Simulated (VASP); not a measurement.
Set up this calculation in VASP 6.6.1, as the native input.

```yaml
Task: single point
Functional: PBE
Potentials_or_basis: VASP PAW PBE potentials, release 64 (Re)
Cutoff: 520 eV
k_mesh: 12 × 12 × 16
Occupations: gaussian, width 0.1 eV
Spin: no spin polarisation
Dipole_correction: no
Further_INCAR_settings: ALGO = Fast; EDIFF = 1e-07; NBANDS = 10; ISYM = 0
```

The structure of Re lies in POSCAR:

```
Re
1.0
    2.9402049249      0.0000000000      0.0000000000
   -1.4701024625      2.5462921573      0.0000000000
    1.4701024625      0.8487640524      2.1032324964
Re
1
Direct
    0.0000000000      0.0000000000      0.0000000000
```

The input as run:

INCAR

```
PREC = Accurate ; ENCUT = 520
EDIFF = 1E-7 ; ISMEAR = 0
SIGMA = 0.1 ; LREAL = False
LASPH = True ; NELM = 80
ALGO = Fast ; ISIF = 2
LWAVE = False ; LCHARG = False
GGA = PE ; NBANDS = 10
ISYM = 0
```

KPOINTS

```
regular mesh
0
Gamma
  12 12 16
```

Potentials or basis: VASP PAW PBE potentials, release 64 (Re).

Launch:

```sh
$ cat potpaw_PBE.64/Re/POTCAR > POTCAR
$ mpirun -np 1 vasp_std > vasp.out
```

Results of the run:

- Pressure: -11.1 GPa
- Band gap on the k mesh: zero (an odd number of electrons rules out a gap without spin polarisation)

Caveat: the stress differs along the axes, from -24 to 14 GPa; spin-orbit coupling is left out, which moves the levels of the heavy elements.

Run time: 100 s on 1 thread of Intel(R) Xeon(R) Platinum 8488C (Sapphire Rapids), with other jobs on the host, peak memory 0.3 GiB.
